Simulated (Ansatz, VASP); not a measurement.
## CuI in VASP and in Ansatz

```
I Cu
1.0
     0.00000    3.03150    3.03150
     3.03150    0.00000    3.03150
     3.03150    3.03150    0.00000
I Cu
1 1
Cartesian
  0.0000 0.0000 0.0000
  4.5473 4.5473 4.5473
```

Alike in both runs: task relaxation of cell and atoms; functional PBE; dispersion D3(BJ); k mesh 8 × 8 × 8; occupations fermi-dirac, width 0.05 eV; no spin polarisation.

|  | VASP | Ansatz |
| --- | --- | --- |
| version | VASP 6.6.1 | Ansatz 0.2.0 |
| potentials or method | VASP PAW PBE potentials, release 64 (I, Cu), cutoff 600 eV | all-electron LAPW, scalar-relativistic |

```tsv
	VASP	Ansatz	Ansatz less VASP
relaxed volume (Å³/atom)	26.65	26.62	-0.026
relaxed cell length with the largest relative difference (Å)	4.224	4.223	-0.0014
```

Ansatz ran all-electron here, and VASP with PAW potentials.

Neither program's run includes spin-orbit coupling.
